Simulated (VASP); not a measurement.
Write the native input for VASP 6.6.1 that does the following.

| Property | Result |
| --- | --- |
| Task | single point |
| Functional | PBEsol |
| Potentials or basis | VASP PAW PBE potentials, release 64 (Y_sv, Te) |
| Cutoff | 520 eV |
| k mesh | 10 × 10 × 10 |
| Occupations | gaussian, width 0.01 eV |
| Spin | no spin polarisation |
| Dipole correction | no |
| Further INCAR settings | ALGO = Normal; EDIFF = 1e-06; NBANDS = 16 |

The structure of YTe lies in POSCAR:

```
YTe
1.0
    0.0608000000      3.0704000000      3.0704000000
    3.0704000000      0.0608000000      3.0704000000
    3.0704000000      3.0704000000      0.0608000000
Y Te
1 1
Direct
    0.5000000000      0.5000000000      0.5000000000
    0.0000000000      0.0000000000      0.0000000000
```

The input as run:

INCAR

```
  PREC = Accurate
  ENCUT = 520
  EDIFF = 1E-6
  ISMEAR = 0
  SIGMA = 0.01
  LREAL = F
  LASPH = T
  NELM = 60
  ALGO = Normal
  ISIF = 2
  LWAVE = F
  LCHARG = F
  GGA = PS
  NBANDS = 16
```

KPOINTS

```
regular mesh
0
Gamma
  10 10 10
```

Potentials or basis: VASP PAW PBE potentials, release 64 (Y_sv, Te).

Run with:

```bash
$ cat potpaw_PBE.64/Y_sv/POTCAR potpaw_PBE.64/Te/POTCAR > POTCAR
$ mpirun -np 1 vasp_std > vasp.out
```

Results of the run:

The pressure is 0.1 GPa.

Caveat: the PAW data sets were made with another functional, which shifts forces and pressure a little.

Wall time 120 s on 1 thread of Intel Xeon 6975P-C, with other jobs on the host, peak memory 0.27 GiB.
